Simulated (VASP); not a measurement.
Write the native input for VASP 6.6.1 that does the following.

| Item | Value |
| --- | --- |
| Task | single point |
| Functional | PBE |
| Potentials or basis | VASP PAW PBE potentials, release 64 (Ti_sv, Sb, Se) |
| Cutoff | 500 eV |
| k mesh | 3 × 3 × 2 |
| Occupations | gaussian, width 0.15 eV |
| Spin | collinear spin |
| Starting moments | [1.0, 1.0, 1.0, 0.0, 0.0, 0.0, 0.0, 0.0] μB |
| Dipole correction | no |
| Further INCAR settings | ALGO = Normal; EDIFF = 1e-06; NBANDS = 46 |

The structure of Ti3Sb2Se3 lies in POSCAR:

```
Ti3Sb2Se3
1.0
    4.8043046116      0.0000000000      0.0000000000
    0.0000000000      3.7612707094      0.0000000000
    0.0000000000      0.0000000000      9.2262587341
Ti Sb Se
3 2 3
Direct
    0.5000000000      0.0000000000      0.5000000000
    0.0000000000      0.5000000000      0.0000000000
    0.0000000000      0.5000000000      0.5000000000
    0.0000000000      0.0000000000      0.7376007596
    0.0000000000      0.0000000000      0.2623992404
    0.5000000000      0.5000000000      0.6817648745
    0.5000000000      0.5000000000      0.3182351255
    0.5000000000      0.0000000000      0.0000000000
```

The cell was generated, and may not be a known phase.

These files were run (other wordings do the same):

INCAR

```
PREC = Accurate ; ENCUT = 500
EDIFF = 1E-6 ; ISMEAR = 0
SIGMA = 0.15 ; LREAL = F
LASPH = T ; NELM = 200
ALGO = Normal ; ISIF = 2
LWAVE = F ; LCHARG = F
ISPIN = 2 ; MAGMOM = 1 1 1 0 0 0 0 0
LORBIT = 11 ; LMAXMIX = 4
GGA = PE ; NBANDS = 46
GGA_COMPAT = F
```

KPOINTS

```
regular mesh
0
Gamma
  3 3 2
```

Potentials or basis: VASP PAW PBE potentials, release 64 (Ti_sv, Sb, Se).

Run with:

```bash
$ cat potpaw_PBE.64/Ti_sv/POTCAR potpaw_PBE.64/Sb/POTCAR potpaw_PBE.64/Se/POTCAR > POTCAR
$ mpirun -np 1 vasp_std > vasp.out
```

It gave:

```
Pressure                                              : -0.5 GPa
Largest force                                         : 0.196 eV/Å
Band gap on the k mesh                                : zero (filled and empty bands overlap)
Net moment                                            : 0.00 μB per cell
Valence electrons inside the program's atomic spheres : Ti 10.29, 9.98, 10.20; Sb 2.41; Se 3.87, 3.76 (each value once)
```

Caveat: the k points lie up to 0.56 Å⁻¹ apart; spin-orbit coupling is left out, which moves the levels of the heavy elements.

Wall time 4 min on 1 thread of Intel(R) Xeon(R) Platinum 8259CL CPU @ 2.50GHz (Skylake/Cascade Lake), on a shared host, peak memory 0.34 GiB.
